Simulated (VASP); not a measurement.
V, 2 atoms in the cell. It takes space group Fmmm (No. 69, orthorhombic). Conventional cell: a = 2.862 Å, b = 4.364 Å, c = 8.925 Å, α = 90.00°, β = 90.00°, γ = 90.00°. V (site symmetry mm2) has 11 V at 2.43 to 2.98 Å within 3.2 Å. 

| Quantity | Value |
| --- | --- |
| Program | VASP 6.6.1 |
| Task | single point |
| Functional | PBE |
| Potentials or basis | VASP PAW PBE potentials, release 64 (V_sv) |
| Cutoff | 520 eV |
| k mesh | 24 × 24 × 24 |
| Occupations | gaussian, width 0.1 eV |
| Spin | no spin polarisation |
| Dipole correction | no |
| Further INCAR settings | ALGO = Normal; EDIFF = 1e-06; NBANDS = 20 |

Potentials or basis: VASP PAW PBE potentials, release 64 (V_sv).

Run with:

```console
$ cat potpaw_PBE.64/V_sv/POTCAR > POTCAR
$ mpirun -np 1 vasp_std > vasp.out
```

Hardware: 1 thread of AMD EPYC 9R45 96-Core Processor (Zen 5), on a shared host.

Question: Estimate the wall time of this run.

Answer: It took 13 min on 1 thread of AMD EPYC 9R45 96-Core Processor (Zen 5), with other jobs on the host, peak memory 0.86 GiB. Counts: scf iterations 13, k points 1963.
